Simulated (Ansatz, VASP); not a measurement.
# La in VASP and in Ansatz

The input INCAR:

```
ALGO = Normal ; EDIFF = 1E-7
ENCUT = 520 ; GGA = PE
ISIF = 2 ; ISMEAR = 0
LASPH = T ; LCHARG = T
LELF = T ; LREAL = F
LVHAR = T ; LWAVE = F
NBANDS = 18 ; NELM = 60
PREC = Accurate ; SIGMA = 0.1
```

Contents of KPOINTS:

```
k-points
0
Gamma
  6 6 4
```

POSCAR

```
La
1.0
    3.2937238900      0.0000000000      0.0000000000
    0.0000000000      3.5389917200      0.0000000000
    0.0000000000      0.0000000000      4.2073736300
La
2
Direct
    0.0000000000      0.0000000000      0.0302958800
    0.5000000000      0.5000000000      0.9697041200
```

Input for Ansatz:

```yaml
crystal:
  lattice:
    - [3.29372389, 0.0, 0.0]
    - [0.0, 3.53899172, 0.0]
    - [0.0, 0.0, 4.20737363]
  atoms:
    - { symbol: La, position: [0.0, 0.0, 0.03029588] }
    - { symbol: La, position: [0.5, 0.5, 0.96970412] }
basis:
  ecutwfc: 420
kpoints:
  mp_grid: { grid: [6, 6, 4] }
hamiltonian:
  xc: pbe
scf:
  occupations: { method: gaussian, width: 0.1 }
  lower_state_search: "off"
output:
  forces: true
  stress: true
  eigenvalues: true
```

Alike in both runs: task single point; functional PBE; k mesh 6 × 6 × 4; occupations gaussian, width 0.1 eV; no spin polarisation.

|  | VASP | Ansatz |
| --- | --- | --- |
| version | VASP 6.6.1 | Ansatz 0.2.0 |
| potentials or method | VASP PAW PBE potentials, release 64 (La), cutoff 520 eV | scalar-relativistic, plane waves, PAW |
| valence electrons in the cell | 22 | 22 |

```tsv
	VASP	Ansatz	Ansatz less VASP
gap on the k mesh at the Fermi level (eV)	none	none	-
rms of the force components (eV/Å)	1.652	1.657	+0.0049
```

Atom by atom the forces differ by 0.005 eV/Å (rms over components). A gap of «none» marks a metal or a gap that the smearing closes. With one functional, cell and mesh, what is left measures potentials, basis and numerics.

The k mesh is coarse, so the values compare programs but aren't converged. Neither program's run includes spin-orbit coupling.
